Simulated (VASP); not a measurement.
The system is WSe2.

```xyz
3
Lattice="0.0000 3.1637 3.1637 3.1637 0.0000 3.1637 3.1637 3.1637 0.0000" Properties=species:S:1:pos:R:3 pbc="T T T"
W     0.0000    0.0000    0.0000
Se    1.5819    1.5819    1.5819
Se    4.7456    4.7456    4.7456
```

Base run:

| Item | Value |
| --- | --- |
| Program | VASP 6.6.1 |
| Functional | PBE |
| Potentials or basis | VASP PAW PBE potentials, release 64 (W_sv, Se) |
| Cutoff | 520 eV |
| k mesh | 5 × 5 × 5 |
| Occupations | gaussian, width 0.05 eV |
| Spin | collinear spin, zero start |
| Starting moments | [0.0, 0.0, 0.0] μB |
| Hubbard terms | W d U = 2.0 eV, J = 0.7 eV |

Its results: pressure -5.4 GPa; net moment 0.00 μB per cell.

Problem. The run is repeated on the same cell with these changes: spin from collinear spin, zero start to collinear spin, ferromagnetic start; moments at the start from [0.0, 0.0, 0.0] to [2.0, 0.0, 0.0]. What comes out?

Solution. Pressure -1.8 GPa; net moment 1.81 μB per cell; site moments W +1.49; Se -0.04 μB.
